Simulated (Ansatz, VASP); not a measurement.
# SnTe: VASP beside Ansatz

```
CELL_PARAMETERS angstrom
3.14933 3.14933 0.00000
-3.14933 3.14933 0.00000
0.00000 3.14933 3.11627
ATOMIC_POSITIONS crystal
Sn 0.00000 0.00000 0.00000
Te 0.50000 0.50000 0.00000
```

Change from the starting cell: film at in-plane strain +0.01.

Alike in both runs: task single point; functional LDA; k mesh 10 × 10 × 10; no spin polarisation.

|  | VASP | Ansatz |
| --- | --- | --- |
| version | VASP 6.6.1 | Ansatz 0.2.0 |
| potentials or method | VASP PAW LDA potentials, release 64 (Sn_d, Te), cutoff 500 eV | all-electron LAPW, scalar-relativistic |
| occupations | gaussian, width 0.01 eV | fixed |

```tsv
	VASP	Ansatz	Ansatz less VASP
gap on the k mesh at the Fermi level (eV)	0.16	0.15	-0.012
pressure (GPa)	-0.9	-0.9	-0.02
traceless stress, the component that is largest in VASP (GPa)	0.94	0.94	-0.007
```

LDA's correlation is that of Perdew and Zunger in VASP and of Perdew and Wang (1992) in Ansatz. Ansatz ran all-electron here, and VASP with PAW potentials.

Spin-orbit coupling is off throughout.
